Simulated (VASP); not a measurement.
Here is a VASP 6.6.1 calculation.

Contents of INCAR:

```
ALGO = Normal
EDIFF = 1E-6
ENCUT = 520
GGA = PE
ISIF = 2
ISMEAR = 0
LASPH = True
LCHARG = False
LREAL = False
LWAVE = False
NBANDS = 22
NELM = 60
PREC = Accurate
SIGMA = 0.15
```

The input KPOINTS:

```
k-points
0
Gamma
  10 10 10
```

File POSCAR:

```
InSb3
1.0
    4.6752729009      0.0000000000      0.0000000000
    0.0000000000      4.6752729009      0.0000000000
    0.0000000000      0.0000000000      4.9674774572
In Sb
1 3
Direct
    0.0000000000      0.0000000000      0.0000000000
    0.5000000000      0.0000000000      0.5000000000
    0.0000000000      0.5000000000      0.5000000000
    0.5000000000      0.5000000000      0.0000000000
```

Potentials or basis: VASP PAW PBE potentials, release 64 (In_d, Sb).

The run is started by

```console
$ cat potpaw_PBE.64/In_d/POTCAR potpaw_PBE.64/Sb/POTCAR > POTCAR
$ mpirun -np 1 vasp_std > vasp.out
```

Estimate the pressure.

1.4 GPa.

Predict the band gap on the k mesh.

zero (band 14 reaches 11.19 eV, above the bottom of band 15 at 6.82 eV).

Stress tensor (GPa, compression positive):
```
1.47 0.00 0.00
0.00 1.47 0.00
0.00 0.00 1.26
```

Caveat: spin-orbit coupling is left out, which moves the levels of the heavy elements.
